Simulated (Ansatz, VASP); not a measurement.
## BN: VASP beside Ansatz

```xyz
2
Lattice="0.0000 1.8130 1.8130 1.8130 0.0000 1.8130 1.8130 1.8130 0.0000" Properties=species:S:1:pos:R:3 pbc="T T T"
B     0.0000    0.0000    0.0000
N     0.9065    0.9065    0.9065
```

Alike in both runs: task single point; functional PBE; k mesh 8 × 8 × 8; occupations gaussian, width 0.1 eV; no spin polarisation.

|  | VASP | Ansatz |
| --- | --- | --- |
| version | VASP 6.6.1 | Ansatz 0.2.0 |
| potentials or method | VASP PAW PBE potentials, release 64 (B, N), cutoff 600 eV | scalar-relativistic, plane waves, PAW |
| valence electrons in the cell | 8 | 8 |

VASP gave:

```
gap on the k mesh at the Fermi level (eV) : 4.45
least direct gap on the mesh (eV)         : 8.78
pressure (GPa)                            : -0.4
```

**Question.** Estimate Ansatz's values.

**Answer.** gap on the k mesh at the Fermi level (eV): 4.46; least direct gap on the mesh (eV): 8.78; pressure (GPa): -0.6.
